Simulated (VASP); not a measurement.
# Te2Mo in VASP: settings compared, part 2 of 2

VASP 6.6.1. The steps go on from the part before.

### 5 Single point, PBE+D3(BJ)+U

Input file INCAR:

```
SYSTEM = Te2Mo
  ALGO = Normal
  EDIFF = 1E-6
  ENCUT = 500
  GGA = PE
  GGA_COMPAT = .False.
  ISIF = 2
  ISMEAR = 0
  IVDW = 12
  LASPH = .True.
  LCHARG = .True.
  LDAU = .True.
  LDAUJ = 0 0
  LDAUL = -1 2
  LDAUPRINT = 1
  LDAUTYPE = 2
  LDAUU = 0 3.5
  LELF = .True.
  LMAXMIX = 4
  LREAL = .False.
  LVHAR = .True.
  LWAVE = .False.
  NBANDS = 20
  NELM = 200
  PREC = Accurate
  SIGMA = 0.1
```

Input file KPOINTS:

```
k-points
0
Gamma
  6 6 1
  0 0 0
```

Input file POSCAR:

```
Te2Mo
1.0
    3.5602328140      0.0000000000      0.0000000000
   -1.7801164070      3.0832520603      0.0000000000
    0.0000000000      0.0000000000     17.5240578200
Te Mo
2 1
Direct
    0.3333333333      0.6666666667      0.8978554500
    0.3333333333      0.6666666667      0.1021445500
    0.0000000000      0.0000000000      0.0000000000
```

Potentials or basis: VASP PAW PBE potentials, release 64 (Te, Mo_sv).

The run is started by

```
cat potpaw_PBE.64/Te/POTCAR potpaw_PBE.64/Mo_sv/POTCAR > POTCAR
mpirun -np 1 vasp_std > vasp.out
```

OUTCAR:

```text
SYSTEM = Te2Mo
   EDIFF = 1E-6
   ENCUT = 500
   GGA = PE
   ISIF = 2
   ISMEAR = 0
   IVDW = 12
   LASPH = .True.
   LREAL = .False.
   NELM = 200
   PREC = Accurate
 IVDW          = 12

 ion  position               nearest neighbor table
   1  0.333  0.667  0.898-   3 2.73   3 2.73   3 2.73   2 3.58
   2  0.333  0.667  0.102-   3 2.73   3 2.73   3 2.73   1 3.58
   3  0.000  0.000  0.000-   1 2.73   2 2.73   1 2.73   2 2.73   1 2.73   2 2.73

  LATTYP: Found a hexagonal cell.
 ALAT       =     3.5602328140
[... 373 lines left out ...]

 Edisp (eV)   -1.17484

 E8    (eV) :    -0.5709

  FORCE on cell =-STRESS in cart. coord.  units (eV):
  Direction    XX          YY          ZZ          XY          YZ          ZX
  --------------------------------------------------------------------------------------
  -------------------------------------------------------------------------------------
  Total      -0.53045    -0.53045     0.98198    -0.00000    -0.00000     0.00000
  in kB      -4.41807    -4.41807     8.17885    -0.00000    -0.00000     0.00000
  external pressure =       -0.22 kB  Pullay stress =        0.00 kB

 VOLUME and BASIS-vectors are now :
 -----------------------------------------------------------------------------
  energy-cutoff  :      500.00
  volume of cell :      192.36
      direct lattice vectors                 reciprocal lattice vectors
     3.560232814  0.000000000  0.000000000     0.280880508  0.162166437  0.000000000
    -1.780116407  3.083252060  0.000000000     0.000000000  0.324332873  0.000000000
     0.000000000  0.000000000 17.524057820     0.000000000  0.000000000  0.057064409

 POSITION                                       TOTAL-FORCE (eV/Angst)
 -----------------------------------------------------------------------------------
     -0.00000      2.05550     15.73407        -0.000000     -0.000000     -0.281809
     -0.00000      2.05550      1.78999         0.000000     -0.000000      0.281809
      0.00000      0.00000      0.00000         0.000000      0.000000      0.000000
 -----------------------------------------------------------------------------------
    total drift:                                0.000000     -0.000000     -0.000000

  FREE ENERGIE OF THE ION-ELECTRON SYSTEM (eV)
  ---------------------------------------------------
  free  energy   TOTEN  =       -15.0016294872 eV

  energy  without entropy=      -15.0016294872  energy(sigma->0) =      -15.00162949
```

OSZICAR:

```text
N       E                     dE             d eps       ncg     rms          rms(c)
DAV:   1     0.126014795632E+03    0.12601E+03   -0.11259E+04   384   0.998E+02
DAV:   2    -0.755960277711E+01   -0.13357E+03   -0.13135E+03   388   0.219E+02
DAV:   3    -0.144866739832E+02   -0.69271E+01   -0.68650E+01   360   0.410E+01
[... 13 lines left out ...]
DAV:  17    -0.138267399171E+02   -0.34502E-04   -0.21380E-06   288   0.531E-03    0.338E-03
DAV:  18    -0.138267811888E+02   -0.41272E-04   -0.15896E-06   248   0.368E-03    0.157E-03
DAV:  19    -0.138267901118E+02   -0.89230E-05   -0.38804E-07   248   0.218E-03    0.680E-04
DAV:  20    -0.138267933756E+02   -0.32638E-05   -0.12016E-07   244   0.109E-03    0.768E-04
DAV:  21    -0.138267937136E+02   -0.33804E-06   -0.96096E-09   204   0.400E-04
   1 F= -.15001629E+02 E0= -.15001629E+02  d E =-.603858E-12
```

Run time: 31 s. Hardware: 1 thread of AMD EPYC 9R45 (Zen 5), shared host; peak memory 0.27 GiB.

Results:

```
Free energy                : -15.0016 eV
Largest force              : 0.282 eV/Å
Band gap on the k mesh     : 1.05 eV, direct
Dispersion energy per atom : -0.392 eV
```

Forces on the atoms (eV/Å):
```
Te   0.000  0.000 -0.282
Te   0.000  0.000  0.282
Mo   0.000  0.000  0.000
```

Levels at points of the mesh, in eV from the valence-band top:
```
           k point  band 10  band 11  band 12  band 13  band 14  band 15  band 16  band 17
(0.00, 0.00, 0.00)    -1.69    -0.93    -0.93    -0.38     3.01     3.01     3.32     3.32
(0.50, 0.00, 0.00)    -2.33    -1.59    -0.76    -0.42     1.40     1.75     3.27     3.68
```

Eigenvalues of the final occupation matrices:
```
    site  spin  trace               eigenvalues
site 3 d     1   1.97  0.39 0.39 0.39 0.40 0.40
site 3 d     2   1.97  0.39 0.39 0.39 0.40 0.40
```

Caveat: three body term missing; spin-orbit coupling is left out, which moves the levels of the heavy elements; the U is typed as a test and isn't derived for this compound.

### 6 Single point, PBE+U

Input file INCAR:

```
  ALGO = Normal
  EDIFF = 1E-6
  ENCUT = 500
  GGA = PE
  GGA_COMPAT = False
  ISIF = 2
  ISMEAR = 0
  LASPH = True
  LCHARG = False
  LDAU = True
  LDAUJ = 0 0
  LDAUL = -1 2
  LDAUPRINT = 1
  LDAUTYPE = 2
  LDAUU = 0 4.9
  LMAXMIX = 4
  LREAL = False
  LWAVE = False
  NBANDS = 20
  NELM = 200
  PREC = Accurate
  SIGMA = 0.1
```

Input file KPOINTS:

```
k-points
0
Gamma
  6 6 1
```

POSCAR is that of step 5.

Potentials or basis: VASP PAW PBE potentials, release 64 (Te, Mo_sv).

The run is started by

```
cat potpaw_PBE.64/Te/POTCAR potpaw_PBE.64/Mo_sv/POTCAR > POTCAR
mpirun -np 1 vasp_std > vasp.out
```

It took 29 s on 1 thread of AMD EPYC 9R45 (Zen 5), shared host; peak memory 0.27 GiB.

Results (log left out):

```
Free energy            : -12.1590 eV
Largest force          : 0.494 eV/Å
Band gap on the k mesh : 1.05 eV, direct
```

Forces in eV/Å, atoms in the order of the input:
```
Te   0.000  0.000 -0.494
Te   0.000  0.000  0.494
Mo   0.000  0.000  0.000
```

Levels at points of the mesh, in eV from the valence-band top:
```
           k point  band 11  band 12  band 13  band 14  band 15  band 16
(0.00, 0.00, 0.00)    -0.95    -0.95    -0.37     2.98     2.98     3.29
(0.50, 0.00, 0.00)    -1.61    -0.78    -0.45     1.41     1.76     3.24
```

Eigenvalues of the final occupation matrices:
```csv
site,spin,trace,eigenvalues
site 3 d,1,1.95,0.38 0.38 0.38 0.40 0.40
site 3 d,2,1.95,0.38 0.38 0.38 0.40 0.40
```

Caveat: spin-orbit coupling is left out, which moves the levels of the heavy elements; the U is typed as a test and isn't derived for this compound.

### 7 Summary

| level | U | cell | k mesh | smearing | gap on the mesh (eV) | largest force (eV/Å) |
| --- | --- | --- | --- | --- | --- | --- |
| PBE+U | Mo d U = 5.3 eV | a = 3.560, b = 3.560, c = 17.524 Å, angles 90.0, 90.0, 120.0°, 3 atoms | 2 × 2 × 2 | gaussian 0.1 eV | 2.07 | 0.54 |
| PBE | - | a = 3.741, b = 3.741, c = 18.413 Å, angles 90.0, 90.0, 120.0°, 3 atoms | 6 × 6 × 1 | gaussian 0.1 eV | 0.84 | 1.46 |
| PBE | - | a = 3.560, b = 3.560, c = 17.524 Å, angles 90.0, 90.0, 120.0°, 3 atoms | 7 × 1 × 3 | gaussian 0.01 eV | 1.72 | 0.70 |
| PBE+D3(BJ)+U | Mo d U = 3.5 eV | a = 3.560, b = 3.560, c = 17.524 Å, angles 90.0, 90.0, 120.0°, 3 atoms | 6 × 6 × 1 | gaussian 0.1 eV | 1.05 | 0.28 |
| PBE+U | Mo d U = 4.9 eV | a = 3.560, b = 3.560, c = 17.524 Å, angles 90.0, 90.0, 120.0°, 3 atoms | 6 × 6 × 1 | gaussian 0.1 eV | 1.05 | 0.49 |

Alike in all rows: task single point; potentials or basis VASP PAW PBE potentials, release 64 (Te, Mo_sv); no spin polarisation; cutoff (eV) 500.

Caveats: some runs use coarse meshes; spin-orbit coupling is left out, which moves the levels of the heavy elements; the U is typed as a test and isn't derived for this compound (some runs); three body term missing (some runs).

Absolute energies hang on the potentials; compare differences alone.
